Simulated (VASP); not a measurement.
# Na (P6_3/mmc) in VASP: further runs

The runs below take Na through single point, with r2SCAN.

Program: VASP 6.6.1. These are calculated values, not measurements. Logs are shortened: lines on timing, memory, paths and dates and some standing lists are left out, and cuts for length are marked.

**1. The cell of the first run**

It takes space group P6_3/mmc (No. 194, hexagonal). Conventional cell: a = 3.767 Å, b = 3.767 Å, c = 6.154 Å, α = 90.00°, β = 90.00°, γ = 120.00°. Na (site symmetry -6m2) has 12 Na at 3.77 Å within 4.9 Å.

**2. Single point, r2SCAN**

The input, POSCAR:

```
Na
1.0
    3.7670009976      0.0000000000      0.0000000000
   -1.8835004988      3.2623185600      0.0000000000
    0.0000000000      0.0000000000      6.1540000000
Na
2
Direct
    0.3333333333      0.6666666667      0.2500000000
    0.6666666667      0.3333333333      0.7500000000
```

The input, INCAR.step1:

```
SYSTEM = Na
PREC = Accurate
ENCUT = 520
ISMEAR = 0
SIGMA = 0.1
LREAL = .False.
LASPH = .True.
NELM = 100
NBANDS = 14
GGA = PE
ALGO = Normal
EDIFF = 1E-4
LWAVE = .True.
LCHARG = .False.
```

The input, INCAR.step2:

```
SYSTEM = Na
PREC = Accurate
ENCUT = 520
EDIFF = 1E-6
ISMEAR = 0
SIGMA = 0.1
LREAL = .False.
LASPH = .True.
NELM = 100
ALGO = Normal
ISIF = 2
LWAVE = .False.
LCHARG = .True.
METAGGA = R2SCAN
LMIXTAU = .True.
LELF = .True.
LVHAR = .True.
NBANDS = 14
ISTART = 1
```

The input, KPOINTS:

```
Automatic mesh
0
Gamma
  6 6 4
  0 0 0
```

Potentials or basis: VASP PAW PBE potentials, release 64 (Na_pv).

Command:

```bash
$ cat potpaw_PBE.64/Na_pv/POTCAR > POTCAR
$ cp INCAR.step1 INCAR
$ mpirun -np 1 vasp_std > vasp.out
$ cp INCAR.step2 INCAR
$ mpirun -np 1 vasp_std > vasp.out
```

OUTCAR:

```text
SYSTEM = Na
   PREC = Accurate
   ENCUT = 520
   EDIFF = 1E-6
   ISMEAR = 0
   LREAL = .False.
   LASPH = .True.
   NELM = 100
   ISIF = 2
   METAGGA = R2SCAN
   ISTART = 1

 ion  position               nearest neighbor table
   1  0.333  0.667  0.250-
   2  0.667  0.333  0.750-

  LATTYP: Found a hexagonal cell.
 ALAT       =     3.7670009976
 C/A-ratio  =     1.6336603054

  Lattice vectors:

 A1 = (   3.7670009976,   0.0000000000,   0.0000000000)
 A2 = (  -1.8835004988,   3.2623185600,   0.0000000000)
 A3 = (   0.0000000000,   0.0000000000,   6.1540000000)

Analysis of symmetry for initial positions (statically):
=====================================================================
 Subroutine PRICEL returns:
 Original cell was already a primitive cell.

 Routine SETGRP: Setting up the symmetry group for a
 hexagonal supercell.

 Subroutine GETGRP returns: Found 24 space group operations
 (whereof 12 operations were pure point group operations)
 out of a pool of 24 trial point group operations.

The static configuration has the point symmetry D_3d.
 The point group associated with its full space group is D_6h.

Analysis of symmetry for dynamics (positions and initial velocities):
=====================================================================
 Subroutine PRICEL returns:
 Original cell was already a primitive cell.

 Routine SETGRP: Setting up the symmetry group for a
 hexagonal supercell.

 Subroutine GETGRP returns: Found 24 space group operations
 (whereof 12 operations were pure point group operations)
 out of a pool of 24 trial point group operations.

The dynamic configuration has the point symmetry D_3d.
 The point group associated with its full space group is D_6h.

 Subroutine INISYM returns: Found 24 space group operations
 (whereof 12 operations are pure point group operations),
 and found     1 'primitive' translations

----------------------------------------------------------------------------------------

                                     Primitive cell

  volume of cell :      75.6275

  direct lattice vectors                    reciprocal lattice vectors
     3.767000998  0.000000000  0.000000000     0.265463163  0.153265229  0.000000000
    -1.883500499  3.262318560  0.000000000     0.000000000  0.306530457  0.000000000
     0.000000000  0.000000000  6.154000000     0.000000000  0.000000000  0.162495938

  length of vectors
     3.767000998  3.767000998  6.154000000     0.306530457  0.306530457  0.162495938

  position of ions in fractional coordinates (direct lattice)
     0.333333333  0.666666667  0.250000000
     0.666666667  0.333333333  0.750000000

  ion indices of the primitive-cell ions
   primitive index   ion index
                 1           1
                 2           2

----------------------------------------------------------------------------------------

 KPOINTS: Automatic mesh

Automatic generation of k-mesh.
 Grid dimensions read from file:
 generate k-points for:    6    6    4

 Generating k-lattice:

  Cartesian coordinates                     Fractional coordinates (reciprocal lattice)
     0.044243861  0.025544205  0.000000000     0.166666667 -0.000000000  0.000000000
     0.000000000  0.051088410  0.000000000     0.000000000  0.166666667  0.000000000
     0.000000000  0.000000000  0.040623984     0.000000000  0.000000000  0.250000000

  Length of vectors
     0.051088410  0.051088410  0.040623984

  Shift w.r.t. Gamma in fractional coordinates (k-lattice)
     0.000000000  0.000000000  0.000000000

 Subroutine IBZKPT returns following result:
 ===========================================

 Found     21 irreducible k-points:

 Following reciprocal coordinates:
            Coordinates               Weight
  0.000000  0.000000  0.000000      1.000000
  0.166667  0.000000  0.000000      6.000000
  0.333333  0.000000  0.000000      6.000000
  0.500000  0.000000  0.000000      3.000000
  0.166667  0.166667  0.000000      6.000000
  0.333333  0.166667  0.000000     12.000000
[... 13 lines left out ...]
  0.333333  0.166667  0.500000     12.000000
  0.333333  0.333333  0.500000      2.000000
   k-points           NKPTS =     21   k-points in BZ     NKDIM =     21   number of bands    NBANDS=     14
   number of dos      NEDOS =    301   number of ions     NIONS =      2
   total plane-waves  NPLWV =  37632
   dimension x,y,z NGX =    28 NGY =   28 NGZ =   48
   dimension x,y,z NGXF=    56 NGYF=   56 NGZF=   96
   ions per type =               2
   NGX,Y,Z   is equivalent  to a cutoff of  12.36, 12.36, 12.97 a.u.
   NGXF,Y,Z  is equivalent  to a cutoff of  24.71, 24.71, 25.93 a.u.
 SYSTEM =  Na
   PREC   = accura    normal or accurate (medium, high low for compatibility)
   ISTART =      1    job   : 0-new  1-cont  2-samecut
   ICHARG =      0    charge: 1-file 2-atom 10-const
   ISPIN  =      1    spin polarized calculation?
   LNONCOLLINEAR =      F non collinear calculations
   LSORBIT =      F    spin-orbit coupling
   LASPH  =      T    aspherical Exc in radial PAW
   ENCUT  =  520.0 eV  38.22 Ry    6.18 a.u.   7.00  7.00 11.44*2*pi/ulx,y,z
   NELM   =    100;   NELMIN=  2; NELMDL=  0     # of ELM steps
   EDIFF  = 0.1E-05   stopping-criterion for ELM
   LREAL  =      F    real-space projection
   EDIFFG = 0.1E-04   stopping-criterion for IOM
   NSW    =      0    number of steps for IOM
   IBRION =     -1    ionic relax: 0-MD 1-quasi-New 2-CG
   NFREE  =      0    steps in history (QN), initial steepest desc. (CG)
   ISIF   =      2    stress and relaxation
   ISYM   =      2    0-nonsym 1-usesym 2-fastsym
   POTIM  = 0.5000    time-step for ionic-motion
   TEBEG  =    0.0;   TEEND  =   0.0 temperature during run
   PSTRESS=    0.0 pullay stress
   NELECT =      14.0000    total number of electrons
   NUPDOWN=      -1.0000    fix difference up-down
   EMIN   =  10.00;   EMAX   =-10.00  energy-range for DOS
   EFERMI =   0.00;   METHOD = LEGACY
   ISMEAR =     0;   SIGMA  =   0.10  broadening in eV -4-tet -1-fermi 0-gaus
   EFERMI_NEDOS =   21; number of points for ismear=-14 and -15
   IALGO  =     38    algorithm
   IMIX   =      4    mixing-type and parameters
     AMIX     =   0.40;   BMIX     =  1.00
     AMIX_MAG =   1.60;   BMIX_MAG =  1.00
  volume/ion in A,a.u.               =      37.81       255.18
  Fermi-wavevector in a.u.,A,eV,Ry     =   0.933020  1.763152 11.844231  0.870526
  Thomas-Fermi vector in A             =   2.059678
   LORBIT       =      0    0 simple, 1 ext, 2 COOP (PROOUT), +10 PAW based schemes
   METAGGA = R2SCAN    functional components
   LHFCALC =     F    Hartree Fock is set to
   AEXX    =    0.0000 exact exchange contribution
   IVDW    =     0    specifies the selected vdW correction
   LEPSILON=     F    determine dielectric tensor
   LRPA    =     F    only Hartree local field effects (RPA)
 non-spin polarized calculation
 Gauss-broadening in eV      SIGMA  =   0.10
  energy-cutoff  :      520.00
  volume of cell :       75.63
 maximum number of plane-waves:      2047
 NGX is ok and might be reduce to    28
   NGX = 13   NGY = 13   NGZ = 23

 number of electron      14.0000011 magnetization

 Free energy of the ion-electron system (eV)
  ---------------------------------------------------
  ext. energy  EPLUGINS =         0.00000000
  ---------------------------------------------------
  free energy    TOTEN  =        -7.11438988 eV

  energy without entropy =       -7.11228974  energy(sigma->0) =       -7.11333981

 E-fermi :   0.1751     XC(G=0):  -6.8632

 val. band max:        0.0526932747   @ k =   0.3333   0.1667   0.2500
 cond. band min:       0.4821040400   @ k =   0.1667   0.1667   0.2500
 fundamental gap:      0.4294107652
 Fermi energy:         0.1751372198

 k-point     1 :       0.0000    0.0000    0.0000
  band No.  band energies     occupation
      1     -25.7662      2.00000
      2     -25.7366      2.00000
      3     -25.7364      2.00000
      4     -25.7330      2.00000
      5     -25.7320      2.00000
      6     -25.7318      2.00000
      7      -3.1569      2.00000
      8       0.7865      0.00000
      9       1.4397      0.00000
     10      10.8257      0.00000
     11      10.8260      0.00000
     12      11.3195      0.00000
     13      11.3305      0.00000
     14      11.3305      0.00000

 k-point     2 :       0.1667    0.0000    0.0000
  band No.  band energies     occupation
      1     -25.7633      2.00000
      2     -25.7427      2.00000
      3     -25.7385      2.00000
      4     -25.7383      2.00000
      5     -25.7342      2.00000
      6     -25.7330      2.00000
      7      -2.7246      2.00000
      8       1.1781      0.00000
      9       1.8443      0.00000
     10       7.1443      0.00000
     11       9.3492      0.00000
     12       9.4632      0.00000
     13      10.6659      0.00000
     14      11.9273      0.00000

 k-point     3 :       0.3333    0.0000    0.0000
  band No.  band energies     occupation
      1     -25.7565      2.00000
      2     -25.7554      2.00000
      3     -25.7507      2.00000
      4     -25.7423      2.00000
      5     -25.7375      2.00000
      6     -25.7354      2.00000
      7      -1.4486      2.00000
      8       2.3571      0.00000
      9       2.7422      0.00000
     10       3.9314      0.00000
     11       7.1152      0.00000
     12       7.3044      0.00000
     13       8.3099      0.00000
     14       9.9467      0.00000
[... 273 lines left out ...]
 k-point    20 :       0.3333    0.1667    0.5000
  band No.  band energies     occupation
      1     -25.7609      2.00000
      2     -25.7609      2.00000
      3     -25.7457      2.00000
      4     -25.7457      2.00000
      5     -25.7392      2.00000
      6     -25.7392      2.00000
      7       0.8112      0.00000
      8       0.8112      0.00000
      9       3.2930      0.00000
     10       3.2930      0.00000
     11       5.8191      0.00000
     12       5.8191      0.00000
     13       9.2525      0.00000
     14       9.2525      0.00000

 k-point    21 :       0.3333    0.3333    0.5000
  band No.  band energies     occupation
      1     -25.7587      2.00000
      2     -25.7587      2.00000
      3     -25.7517      2.00000
      4     -25.7517      2.00000
      5     -25.7389      2.00000
      6     -25.7389      2.00000
      7       2.4384      0.00000
      8       2.4384      0.00000
      9       2.5862      0.00000
     10       2.5862      0.00000
     11       3.8045      0.00000
     12       3.8045      0.00000
     13      10.6889      0.00000
     14      10.6889      0.00000

------------------------ aborting loop because EDIFF is reached ----------------------------------------

  FORCE on cell =-STRESS in cart. coord.  units (eV):
  Direction    XX          YY          ZZ          XY          YZ          ZX
  --------------------------------------------------------------------------------------
  -------------------------------------------------------------------------------------
  Total        0.1361358      0.1361358     -0.2486016      0.0000000     -0.0000000      0.0000000
  in kB        2.8840543      2.8840543     -5.2666544      0.0000000     -0.0000000      0.0000000
  external PRESSURE =       0.1671514 kB  Pullay stress =       0.0000000 kB

 VOLUME and BASIS-vectors are now :
 -----------------------------------------------------------------------------
  energy-cutoff  :      520.00
  volume of cell :       75.63
      direct lattice vectors                 reciprocal lattice vectors
     3.767000998  0.000000000  0.000000000     0.265463163  0.153265229  0.000000000
    -1.883500499  3.262318560  0.000000000     0.000000000  0.306530457  0.000000000
     0.000000000  0.000000000  6.154000000     0.000000000  0.000000000  0.162495938

 POSITION                                       TOTAL-FORCE (eV/Angst)
 -----------------------------------------------------------------------------------
     -0.00000      2.17488      1.53850        -0.000000      0.000000      0.000000
      1.88350      1.08744      4.61550         0.000000     -0.000000      0.000000
 -----------------------------------------------------------------------------------
    total drift:                                0.000000     -0.000000      0.000000

  FREE ENERGIE OF THE ION-ELECTRON SYSTEM (eV)
  ---------------------------------------------------
  free  energy   TOTEN  =        -7.1143898766 eV

  energy  without entropy=       -7.1122897370  energy(sigma->0) =       -7.11333981
```

It took 41 s on 1 thread of Intel Xeon Platinum 8488C (Sapphire Rapids), shared host; peak memory 0.18 GiB.

Results:

| Property | Result |
| --- | --- |
| Free energy | -7.1144 eV |
| Pressure | 0.0 GPa |
| Band gap on the k mesh | zero (band 7 reaches 2.44 eV, above the bottom of band 8 at -2.07 eV) |

Stress tensor (GPa, compression positive):
```
 0.29  0.00  0.00
 0.00  0.29  0.00
 0.00  0.00 -0.53
```

Levels at points of the mesh, in eV from the Fermi level:
| k point | band 5 | band 6 | band 7 | band 8 | band 9 | band 10 |
| --- | --- | --- | --- | --- | --- | --- |
| (0.00, 0.00, 0.00) | -25.91 | -25.91 | -3.33 | 0.61 | 1.26 | 10.65 |
| (0.50, 0.00, 0.00) | -25.92 | -25.91 | 0.31 | 0.56 | 4.11 | 4.21 |
| (0.00, 0.00, 0.50) | -25.91 | -25.91 | -2.25 | -2.25 | 5.99 | 5.99 |
| (0.50, 0.00, 0.50) | -25.92 | -25.92 | 1.16 | 1.16 | 1.85 | 1.85 |

Caveat: the PAW data sets were made with another functional, which shifts forces and pressure a little.

[end of part 1 of 2]
